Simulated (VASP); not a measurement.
# Ga2O3 (Ga2O3 (R-3c)) (R-3c) in VASP: single point with PBE

Aim: the single point of Ga2O3 (Ga2O3 (R-3c)) with PBE.

Everything below comes from runs of VASP 6.6.1. Logs are shortened: lines on timing, memory, paths and dates and some standing lists are left out, and cuts for length are marked.

## Step 1: The cell of the first run

The structure is trigonal, space group R-3c (No. 167). The conventional cell has a = 5.058 Å, b = 5.058 Å, c = 13.624 Å, α = 90.00°, β = 90.00°, γ = 120.00°. Ga (site symmetry 3) has 6 O at 1.95 to 2.11 Å within 2.6 Å. Within 2.6 Å of O (site symmetry 2) lie 4 Ga at 1.95 to 2.11 Å.

## Step 2: Single point, PBE

Contents of INCAR:

```
  PREC = Accurate
  ENCUT = 520
  EDIFF = 1E-6
  ISMEAR = 0
  SIGMA = 0.01
  LREAL = Auto
  LASPH = T
  NELM = 80
  ALGO = Normal
  ISIF = 2
  LWAVE = F
  LCHARG = F
  GGA = PE
  NBANDS = 398
```

Contents of KPOINTS:

```
regular mesh
0
Gamma
  1 1 1
```

Contents of POSCAR:

```
Ga2O3
1.0
    5.0579508889      2.9202093395      9.0826160096
   -5.0579508889      2.9202093395      9.0826160096
    0.0000000000     -5.8404185823      9.0826160407
Ga O
32 48
Direct
    0.4278409840      0.4278409840      0.4278409840
    0.3221590160      0.3221590160      0.3221590160
    0.0721590160      0.0721590160      0.0721590160
    0.1778409840      0.1778409840      0.1778409840
    0.4278409840      0.4278409840      0.9278409840
    0.3221590160      0.3221590160      0.8221590160
    0.0721590160      0.0721590160      0.5721590160
    0.1778409840      0.1778409840      0.6778409840
    0.4278409840      0.9278409840      0.4278409840
    0.3221590160      0.8221590160      0.3221590160
    0.0721590160      0.5721590160      0.0721590160
    0.1778409840      0.6778409840      0.1778409840
    0.4278409840      0.9278409840      0.9278409840
    0.3221590160      0.8221590160      0.8221590160
    0.0721590160      0.5721590160      0.5721590160
    0.1778409840      0.6778409840      0.6778409840
    0.9278409840      0.4278409840      0.4278409840
    0.8221590160      0.3221590160      0.3221590160
    0.5721590160      0.0721590160      0.0721590160
    0.6778409840      0.1778409840      0.1778409840
    0.9278409840      0.4278409840      0.9278409840
    0.8221590160      0.3221590160      0.8221590160
    0.5721590160      0.0721590160      0.5721590160
    0.6778409840      0.1778409840      0.6778409840
    0.9278409840      0.9278409840      0.4278409840
    0.8221590160      0.8221590160      0.3221590160
    0.5721590160      0.5721590160      0.0721590160
    0.6778409840      0.6778409840      0.1778409840
    0.9278409840      0.9278409840      0.9278409840
    0.8221590160      0.8221590160      0.8221590160
    0.5721590160      0.5721590160      0.5721590160
    0.6778409840      0.6778409840      0.6778409840
    0.3750000000      0.2231550840      0.0268449160
    0.2231550840      0.0268449160      0.3750000000
    0.0268449160      0.3750000000      0.2231550840
    0.1250000000      0.2768449160      0.4731550840
    0.4731550840      0.1250000000      0.2768449160
    0.2768449160      0.4731550840      0.1250000000
    0.3750000000      0.2231550840      0.5268449160
    0.2231550840      0.0268449160      0.8750000000
    0.0268449160      0.3750000000      0.7231550840
    0.1250000000      0.2768449160      0.9731550840
    0.4731550840      0.1250000000      0.7768449160
    0.2768449160      0.4731550840      0.6250000000
    0.3750000000      0.7231550840      0.0268449160
    0.2231550840      0.5268449160      0.3750000000
    0.0268449160      0.8750000000      0.2231550840
    0.1250000000      0.7768449160      0.4731550840
    0.4731550840      0.6250000000      0.2768449160
    0.2768449160      0.9731550840      0.1250000000
    0.3750000000      0.7231550840      0.5268449160
    0.2231550840      0.5268449160      0.8750000000
    0.0268449160      0.8750000000      0.7231550840
    0.1250000000      0.7768449160      0.9731550840
    0.4731550840      0.6250000000      0.7768449160
    0.2768449160      0.9731550840      0.6250000000
    0.8750000000      0.2231550840      0.0268449160
    0.7231550840      0.0268449160      0.3750000000
    0.5268449160      0.3750000000      0.2231550840
    0.6250000000      0.2768449160      0.4731550840
    0.9731550840      0.1250000000      0.2768449160
    0.7768449160      0.4731550840      0.1250000000
    0.8750000000      0.2231550840      0.5268449160
    0.7231550840      0.0268449160      0.8750000000
    0.5268449160      0.3750000000      0.7231550840
    0.6250000000      0.2768449160      0.9731550840
    0.9731550840      0.1250000000      0.7768449160
    0.7768449160      0.4731550840      0.6250000000
    0.8750000000      0.7231550840      0.0268449160
    0.7231550840      0.5268449160      0.3750000000
    0.5268449160      0.8750000000      0.2231550840
    0.6250000000      0.7768449160      0.4731550840
    0.9731550840      0.6250000000      0.2768449160
    0.7768449160      0.9731550840      0.1250000000
    0.8750000000      0.7231550840      0.5268449160
    0.7231550840      0.5268449160      0.8750000000
    0.5268449160      0.8750000000      0.7231550840
    0.6250000000      0.7768449160      0.9731550840
    0.9731550840      0.6250000000      0.7768449160
    0.7768449160      0.9731550840      0.6250000000
```

Potentials or basis: VASP PAW PBE potentials, release 64 (Ga_d, O).

Run with:

```
$ cat potpaw_PBE.64/Ga_d/POTCAR potpaw_PBE.64/O/POTCAR > POTCAR
$ mpirun -np 1 vasp_gam > vasp.out
```

OUTCAR:

```text
PREC = Accurate
   ENCUT = 520
   EDIFF = 1E-6
   ISMEAR = 0
   LREAL = Auto
   LASPH = T
   NELM = 80
   ISIF = 2
   GGA = PE

 ion  position               nearest neighbor table
   1  0.428  0.428  0.428-  60 1.95  49 1.95  44 1.95  46 2.11  39 2.11  59 2.11   2 2.88
   2  0.322  0.322  0.322-  37 1.95  36 1.95  38 1.95  46 2.11  59 2.11  39 2.11   1 2.88
   3  0.072  0.072  0.072-  57 1.95  47 1.95  40 1.95  50 2.11  42 2.11  61 2.11   4 2.88
   4  0.178  0.178  0.178-  35 1.95  33 1.95  34 1.95  50 2.11  61 2.11  42 2.11   3 2.88
   5  0.428  0.428  0.928-  66 1.95  55 1.95  38 1.95  52 2.11  33 2.11  65 2.11   6 2.88
   6  0.322  0.322  0.822-  43 1.95  42 1.95  44 1.95  52 2.11  65 2.11  33 2.11   5 2.88
[... 81 lines left out ...]
 A1 = (   5.0579508889,   2.9202093395,   9.0826160096)
 A2 = (  -5.0579508889,   2.9202093395,   9.0826160096)
 A3 = (   0.0000000000,  -5.8404185823,   9.0826160407)

Analysis of symmetry for initial positions (statically):
=====================================================================
 Subroutine PRICEL returns following result:

  LATTYP: Found a trigonal (rhomboedric) cell.
 ALAT       =     5.3991759408
 COS(alpha) =     0.5612023825

  Lattice vectors:

 A1 = (   2.5289754444,   1.4601046697,   4.5413080048)
 A2 = (  -2.5289754444,   1.4601046697,   4.5413080048)
 A3 = (   0.0000000000,  -2.9202092911,   4.5413080203)

   8 primitive cells build up your supercell.

 Routine SETGRP: Setting up the symmetry group for a
 trigonal (rhombohedral) supercell.

 Subroutine GETGRP returns: Found 12 space group operations
 (whereof  6 operations were pure point group operations)
 out of a pool of 12 trial point group operations.

The static configuration has the point symmetry S_6 .
 The point group associated with its full space group is D_3d.

Analysis of symmetry for dynamics (positions and initial velocities):
=====================================================================
 Subroutine PRICEL returns following result:

  LATTYP: Found a trigonal (rhomboedric) cell.
 ALAT       =     5.3991759408
 COS(alpha) =     0.5612023825

  Lattice vectors:

 A1 = (   2.5289754444,   1.4601046697,   4.5413080048)
 A2 = (  -2.5289754444,   1.4601046697,   4.5413080048)
 A3 = (   0.0000000000,  -2.9202092911,   4.5413080203)

   8 primitive cells build up your supercell.

 Routine SETGRP: Setting up the symmetry group for a
 trigonal (rhombohedral) supercell.

 Subroutine GETGRP returns: Found 12 space group operations
 (whereof  6 operations were pure point group operations)
 out of a pool of 12 trial point group operations.

The dynamic configuration has the point symmetry S_6 .
 The point group associated with its full space group is D_3d.

 Subroutine INISYM returns: Found 12 space group operations
 (whereof  6 operations are pure point group operations),
 and found     8 'primitive' translations

----------------------------------------------------------------------------------------

                                     Primitive cell

  volume of cell :     100.6146

  direct lattice vectors                    reciprocal lattice vectors
     2.528975444  1.460104670  4.541308005     0.197708523  0.114147069  0.073400291
    -2.528975444  1.460104670  4.541308005    -0.197708523  0.114147069  0.073400291
     0.000000000 -2.920209291  4.541308020     0.000000000 -0.228294138  0.073400293

  length of vectors
     5.399175941  5.399175941  5.399175941     0.239803704  0.239803704  0.239803704

[... 36 lines left out ...]
     0.098854262  0.057073535  0.036700146     1.000000000 -0.000000000 -0.000000000
    -0.098854262  0.057073535  0.036700146    -0.000000000  1.000000000 -0.000000000
     0.000000000 -0.114147069  0.036700146     0.000000000  0.000000000  1.000000000

  Length of vectors
     0.119901852  0.119901852  0.119901852

  Shift w.r.t. Gamma in fractional coordinates (k-lattice)
     0.000000000  0.000000000  0.000000000

 Subroutine IBZKPT returns following result:
 ===========================================

 Found      1 irreducible k-points:

 Following reciprocal coordinates:
            Coordinates               Weight
  0.000000  0.000000  0.000000      1.000000
   k-points           NKPTS =      1   k-points in BZ     NKDIM =      1   number of bands    NBANDS=    398
   number of dos      NEDOS =    301   number of ions     NIONS =     80
   total plane-waves  NPLWV = 512000
   dimension x,y,z NGX =    80 NGY =   80 NGZ =   80
   dimension x,y,z NGXF=   160 NGYF=  160 NGZF=  160
   ions per type =              32  48
   NGX,Y,Z   is equivalent  to a cutoff of  12.32, 12.32, 12.32 a.u.
   NGXF,Y,Z  is equivalent  to a cutoff of  24.63, 24.63, 24.63 a.u.
 SYSTEM =  unknown system
   PREC   = accura    normal or accurate (medium, high low for compatibility)
   ISTART =      0    job   : 0-new  1-cont  2-samecut
   ICHARG =      2    charge: 1-file 2-atom 10-const
   ISPIN  =      1    spin polarized calculation?
   LNONCOLLINEAR =      F non collinear calculations
   LSORBIT =      F    spin-orbit coupling
   LASPH  =      T    aspherical Exc in radial PAW
   ENCUT  =  520.0 eV  38.22 Ry    6.18 a.u.  20.08 20.08 20.08*2*pi/ulx,y,z
   NELM   =     80;   NELMIN=  2; NELMDL= -5     # of ELM steps
   EDIFF  = 0.1E-05   stopping-criterion for ELM
   LREAL  =      T    real-space projection
   EDIFFG = 0.1E-04   stopping-criterion for IOM
   NSW    =      0    number of steps for IOM
   IBRION =     -1    ionic relax: 0-MD 1-quasi-New 2-CG
   NFREE  =      0    steps in history (QN), initial steepest desc. (CG)
   ISIF   =      2    stress and relaxation
   ISYM   =      2    0-nonsym 1-usesym 2-fastsym
   POTIM  = 0.5000    time-step for ionic-motion
   TEBEG  =    0.0;   TEEND  =   0.0 temperature during run
   PSTRESS=    0.0 pullay stress
   NELECT =     704.0000    total number of electrons
   NUPDOWN=      -1.0000    fix difference up-down
   EMIN   =  10.00;   EMAX   =-10.00  energy-range for DOS
   EFERMI =   0.00;   METHOD = LEGACY
   ISMEAR =     0;   SIGMA  =   0.01  broadening in eV -4-tet -1-fermi 0-gaus
   EFERMI_NEDOS =   21; number of points for ismear=-14 and -15
   IALGO  =     38    algorithm
   IMIX   =      4    mixing-type and parameters
     AMIX     =   0.40;   BMIX     =  1.00
     AMIX_MAG =   1.60;   BMIX_MAG =  1.00
  volume/ion in A,a.u.               =      10.06        67.90
  Fermi-wavevector in a.u.,A,eV,Ry     =   1.565605  2.958564 33.349487  2.451118
  Thomas-Fermi vector in A             =   2.668056
   LORBIT       =      0    0 simple, 1 ext, 2 COOP (PROOUT), +10 PAW based schemes
   GGA     = PE    functional components
   LHFCALC =     F    Hartree Fock is set to
   AEXX    =    0.0000 exact exchange contribution
   IVDW    =     0    specifies the selected vdW correction
   LEPSILON=     F    determine dielectric tensor
   LRPA    =     F    only Hartree local field effects (RPA)
 non-spin polarized calculation
 Gauss-broadening in eV      SIGMA  =   0.01
  energy-cutoff  :      520.00
  volume of cell :      804.92
 maximum number of plane-waves:     10826
   NGX = 41   NGY = 41   NGZ = 41

 number of electron     704.0000075 magnetization

 Free energy of the ion-electron system (eV)
  ---------------------------------------------------
  ext. energy  EPLUGINS =         0.00000000
  ---------------------------------------------------
  free energy    TOTEN  =      -474.21965041 eV

  energy without entropy =     -474.21965041  energy(sigma->0) =     -474.21965041

 E-fermi :   4.0281     XC(G=0): -11.9583

 val. band max:        3.9723110444   @ k =   0.0000   0.0000   0.0000
 cond. band min:       6.4998660704   @ k =   0.0000   0.0000   0.0000
 fundamental gap:      2.5275550260
 Fermi energy:         4.0281499324

 k-point     1 :       0.0000    0.0000    0.0000
  band No.  band energies     occupation
      1     -14.5653      2.00000
      2     -13.7345      2.00000
      3     -13.7345      2.00000
      4     -13.7152      2.00000
      5     -13.7152      2.00000
      6     -13.7152      2.00000
[... 356 lines left out ...]
    363      10.2292      0.00000
    364      10.2292      0.00000
 [bands above 364 left out]

------------------------ aborting loop because EDIFF is reached ----------------------------------------

  FORCE on cell =-STRESS in cart. coord.  units (eV):
  Direction    XX          YY          ZZ          XY          YZ          ZX
  --------------------------------------------------------------------------------------
  -------------------------------------------------------------------------------------
  Total        2.9911811      2.9911811      0.4721406      0.0000000     -0.0000000      0.0000000
  in kB        5.9539132      5.9539132      0.9397906      0.0000000     -0.0000000      0.0000000
  external PRESSURE =       4.2825390 kB  Pullay stress =       0.0000000 kB

 VOLUME and BASIS-vectors are now :
 -----------------------------------------------------------------------------
  energy-cutoff  :      520.00
  volume of cell :      804.92
      direct lattice vectors                 reciprocal lattice vectors
     5.057950889  2.920209339  9.082616010     0.098854262  0.057073535  0.036700146
    -5.057950889  2.920209339  9.082616010    -0.098854262  0.057073535  0.036700146
     0.000000000 -5.840418582  9.082616041     0.000000000 -0.114147069  0.036700146

 POSITION                                       TOTAL-FORCE (eV/Angst)
 -----------------------------------------------------------------------------------
      0.00000      0.00000     11.65775        -0.000000      0.000000      0.028315
      0.00000      0.00000      8.77814        -0.000000     -0.000000     -0.028315
      0.00000      0.00000      1.96618        -0.000000     -0.000000     -0.028315
      0.00000      0.00000      4.84578        -0.000000      0.000000      0.028315
      0.00000     -2.92021     16.19905        -0.000000      0.000000      0.028315
      0.00000     -2.92021     13.31945        -0.000000     -0.000000     -0.028315
[... 72 lines left out ...]
      1.76095      0.12985     21.57121        -0.003465     -0.006001      0.000000
     -0.99293      1.46010     21.57121         0.006929      0.000000      0.000000
 -----------------------------------------------------------------------------------
    total drift:                               -0.000000      0.000000     -0.000000

  FREE ENERGIE OF THE ION-ELECTRON SYSTEM (eV)
  ---------------------------------------------------
  free  energy   TOTEN  =      -474.2196504076 eV

  energy  without entropy=     -474.2196504076  energy(sigma->0) =     -474.21965041
```

Wall time 10 min (1 thread of Intel Xeon Platinum 8375C at 2.90GHz (Ice Lake), shared host); peak memory 0.96 GiB.

What came out:

```
Free energy            : -474.2197 eV
Pressure               : 0.4 GPa
Largest force          : 0.028 eV/Å
Band gap on the k mesh : 2.53 eV
```

Forces on the atoms (eV/Å):
```
Ga   0.000  0.000  0.028
Ga   0.000  0.000 -0.028
Ga   0.000  0.000 -0.028
Ga   0.000  0.000  0.028
Ga   0.000  0.000  0.028
Ga   0.000  0.000 -0.028
Ga   0.000  0.000 -0.028
Ga   0.000  0.000  0.028
Ga   0.000  0.000  0.028
Ga   0.000  0.000 -0.028
Ga   0.000  0.000 -0.028
Ga   0.000  0.000  0.028
Ga   0.000  0.000  0.028
Ga   0.000  0.000 -0.028
Ga   0.000  0.000 -0.028
Ga   0.000  0.000  0.028
Ga   0.000  0.000  0.028
Ga   0.000  0.000 -0.028
Ga   0.000  0.000 -0.028
Ga   0.000  0.000  0.028
Ga   0.000  0.000  0.028
Ga   0.000  0.000 -0.028
Ga   0.000  0.000 -0.028
Ga   0.000  0.000  0.028
Ga   0.000  0.000  0.028
Ga   0.000  0.000 -0.028
Ga   0.000  0.000 -0.028
Ga   0.000  0.000  0.028
Ga   0.000  0.000  0.028
Ga   0.000  0.000 -0.028
Ga   0.000  0.000 -0.028
Ga   0.000  0.000  0.028
O    0.003 -0.006  0.000
O   -0.007  0.000  0.000
O    0.003  0.006  0.000
O   -0.003  0.006  0.000
O   -0.003 -0.006  0.000
O    0.007  0.000  0.000
O    0.003 -0.006  0.000
O   -0.007  0.000  0.000
O    0.003  0.006  0.000
O   -0.003  0.006  0.000
O   -0.003 -0.006  0.000
O    0.007  0.000  0.000
O    0.003 -0.006  0.000
O   -0.007  0.000  0.000
O    0.003  0.006  0.000
O   -0.003  0.006  0.000
O   -0.003 -0.006  0.000
O    0.007  0.000  0.000
O    0.003 -0.006  0.000
O   -0.007  0.000  0.000
O    0.003  0.006  0.000
O   -0.003  0.006  0.000
O   -0.003 -0.006  0.000
O    0.007  0.000  0.000
O    0.003 -0.006  0.000
O   -0.007  0.000  0.000
O    0.003  0.006  0.000
O   -0.003  0.006  0.000
O   -0.003 -0.006  0.000
O    0.007  0.000  0.000
O    0.003 -0.006  0.000
O   -0.007  0.000  0.000
O    0.003  0.006  0.000
O   -0.003  0.006  0.000
O   -0.003 -0.006  0.000
O    0.007  0.000  0.000
O    0.003 -0.006  0.000
O   -0.007  0.000  0.000
O    0.003  0.006  0.000
O   -0.003  0.006  0.000
O   -0.003 -0.006  0.000
O    0.007  0.000  0.000
O    0.003 -0.006  0.000
O   -0.007  0.000  0.000
O    0.003  0.006  0.000
O   -0.003  0.006  0.000
O   -0.003 -0.006  0.000
O    0.007  0.000  0.000
```

Stress tensor (GPa, compression positive):
```
0.60 0.00 0.00
0.00 0.60 0.00
0.00 0.00 0.09
```

Caveat: the k points lie up to 0.75 Å⁻¹ apart.
